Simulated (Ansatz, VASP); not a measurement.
# One calculation of C, two programs

The input INCAR:

```
ALGO     = Normal         # electronic algorithm
DIPOL    = 0.5 0.5 0.500
EDIFF    = 1E-7           # SCF threshold, eV
EDIFFG   = -0.01          # ionic threshold
ENCUT    = 520            # plane-wave cutoff, eV
GGA      = PE             # functional
IBRION   = 2              # ionic algorithm
IDIPOL   = 3            
ISIF     = 2              # what is computed and relaxed
ISMEAR   = 0              # smearing method
IVDW     = 12             # dispersion correction
LASPH    = T              # aspherical terms in the spheres
LCHARG   = F              # write CHGCAR
LDIPOL   = T            
LREAL    = F              # projectors in reciprocal space
LWAVE    = F              # write WAVECAR
NELM     = 80             # most SCF steps
NSW      = 60             # ionic steps
PREC     = Accurate       # precision mode
SIGMA    = 0.1            # smearing width, eV
```

File KPOINTS:

```
k-points
0
Gamma
  21 21 1
```

POSCAR

```
C
1.0
    2.5150102998     -0.0000077612      0.0000000000
    1.2575125505      2.1353515076      0.0000000000
    0.0000000000      0.0000000000     26.0015393183
C
2
Direct
    0.1656234911      0.1656234911      0.5000002658
    0.4989568501      0.4989568501      0.4999997342
```

Input for Ansatz:

```yaml
crystal:
  lattice:
    - [2.5150102998, -7.7612e-06, 0.0]
    - [1.2575125505, 2.1353515076, 0.0]
    - [0.0, 0.0, 26.0015393183]
  atoms:
    - { symbol: C, position: [0.1656234911, 0.1656234911, 0.5000002658] }
    - { symbol: C, position: [0.4989568501, 0.4989568501, 0.4999997342] }
  periodic: [true, true, false]
basis:
  ecutwfc: 420
kpoints:
  mp_grid: { grid: [21, 21, 1] }
  band_path:
    path:
      - [0, 0, 0]
      - [0.5, 0, 0]
      - [0.6666666666667, 0.3333333333333, 0]
      - [0, 0, 0]
    npoints: 8
hamiltonian:
  xc: pbe
  dispersion: d3bj
scf:
  occupations: { method: gaussian, width: 0.1 }
output:
  forces: true
  stress: true
  eigenvalues: true
  write_density: true
  write_potential: true
  elf: true
  volumetric_format: npy
relax:
  adjacent_minimum: "off"
  f_tol: 0.01
  max_steps: 40
```

Change from the starting cell: strain along x +0.020, atoms relaxed.

Alike in both runs: task relaxation of the atoms; functional PBE; dispersion D3(BJ); k mesh 21 × 21 × 1; occupations gaussian, width 0.1 eV; no spin polarisation.

|  | VASP | Ansatz |
| --- | --- | --- |
| version | VASP 6.6.1 | Ansatz 0.2.0 |
| potentials or method | VASP PAW PBE potentials, release 64 (C), cutoff 520 eV | scalar-relativistic, plane waves, PAW |
| valence electrons in the cell | 8 | 8 |

```tsv
	VASP	Ansatz	Ansatz less VASP
gap on the k mesh at the Fermi level, each at its own relaxed structure (eV)	0.21	0.21	+0.001
```

Ansatz's warnings: stress scf threshold loose, structure snapped to symmetry.
